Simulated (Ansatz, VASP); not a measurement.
## Two plane-wave programs on Si4IrPt

Contents of INCAR:

```
PREC     = Accurate       # precision mode
ENCUT    = 520            # plane-wave cutoff, eV
EDIFF    = 1E-6           # SCF threshold, eV
ISMEAR   = 0              # smearing method
SIGMA    = 0.1            # smearing width, eV
LREAL    = False          # projectors in reciprocal space
LASPH    = True           # aspherical terms in the spheres
NELM     = 60             # most SCF steps
ALGO     = Normal         # electronic algorithm
ISIF     = 2              # what is computed and relaxed
LWAVE    = False          # write WAVECAR
LCHARG   = False          # write CHGCAR
GGA      = PE             # functional
NBANDS   = 47             # bands
```

Contents of KPOINTS:

```
regular mesh
0
Gamma
  6 6 2
```

File POSCAR:

```
Si4IrPt
1.0
    3.3389410611     -2.0251058549      0.0000000000
    3.3389410611      2.0251058549      0.0000000000
   -2.3366731096      0.0000000000     14.5536560794
Si Ir Pt
8 2 2
Direct
    0.9776347529      0.0260172376      0.3501722587
    0.0260172376      0.9776347529      0.8501722587
    0.6717162944      0.6718228051      0.4040525394
    0.6718228051      0.6717162944      0.9040525394
    0.4149506663      0.8823834465      0.0712988264
    0.8823834465      0.4149506663      0.5712988264
    0.7780032330      0.2557705975      0.1742939697
    0.2557705975      0.7780032330      0.6742939697
    0.7493797155      0.1911483851      0.0089121272
    0.1911483851      0.7493797155      0.5089121272
    0.4609410192      0.9338390541      0.2410313437
    0.9338390541      0.4609410192      0.7410313437
```

Input for Ansatz:

```yaml
crystal:
  lattice:
    - [3.3389410611, -2.0251058549, 0.0]
    - [3.3389410611, 2.0251058549, 0.0]
    - [-2.3366731096, 0.0, 14.5536560794]
  atoms:
    - { symbol: Si, position: [0.9776347529, 0.0260172376, 0.3501722587] }
    - { symbol: Si, position: [0.0260172376, 0.9776347529, 0.8501722587] }
    - { symbol: Si, position: [0.6717162944, 0.6718228051, 0.4040525394] }
    - { symbol: Si, position: [0.6718228051, 0.6717162944, 0.9040525394] }
    - { symbol: Si, position: [0.4149506663, 0.8823834465, 0.0712988264] }
    - { symbol: Si, position: [0.8823834465, 0.4149506663, 0.5712988264] }
    - { symbol: Si, position: [0.778003233, 0.2557705975, 0.1742939697] }
    - { symbol: Si, position: [0.2557705975, 0.778003233, 0.6742939697] }
    - { symbol: Ir, position: [0.7493797155, 0.1911483851, 0.0089121272] }
    - { symbol: Ir, position: [0.1911483851, 0.7493797155, 0.5089121272] }
    - { symbol: Pt, position: [0.4609410192, 0.9338390541, 0.2410313437] }
    - { symbol: Pt, position: [0.9338390541, 0.4609410192, 0.7410313437] }
basis:
  ecutwfc: 420
kpoints:
  mp_grid: { grid: [6, 6, 2] }
hamiltonian:
  xc: pbe
scf:
  occupations: { method: gaussian, width: 0.1 }
  lower_state_search: "off"
output:
  forces: true
  stress: true
  eigenvalues: true
```

Change from the starting cell: the structure that the rattled cell fell into.

Alike in both runs: task single point; functional PBE; k mesh 6 × 6 × 2; occupations gaussian, width 0.1 eV; no spin polarisation.

```csv
,VASP,Ansatz
version,VASP 6.6.1,Ansatz 0.2.0
potentials or method,"VASP PAW PBE potentials, release 64 (Si, Ir, Pt), cutoff 520 eV","scalar-relativistic, plane waves, PAW"
valence electrons in the cell,70,102
```

Ansatz gave:

```
gap on the k mesh at the Fermi level (eV)                     : none
pressure (GPa)                                                : 0.3
traceless stress, the component that is largest in VASP (GPa) : 0.51
rms of the force components (eV/Å)                            : 0.030
```

Q: Which values does VASP return?

A: gap on the k mesh at the Fermi level (eV): none; pressure (GPa): 0.3; traceless stress, the component that is largest in VASP (GPa): 0.51; rms of the force components (eV/Å): 0.033.

Atom by atom the forces differ by 0.010 eV/Å (rms over components). A gap of «none» marks a metal or a gap that the smearing closes. The functional is the same, so the differences come from potentials, cutoffs and numerics. VASP's potentials hold 70 valence electrons a cell and Ansatz's 102, so a difference there can come from the potentials and not from the codes.

Spin-orbit coupling is off throughout.
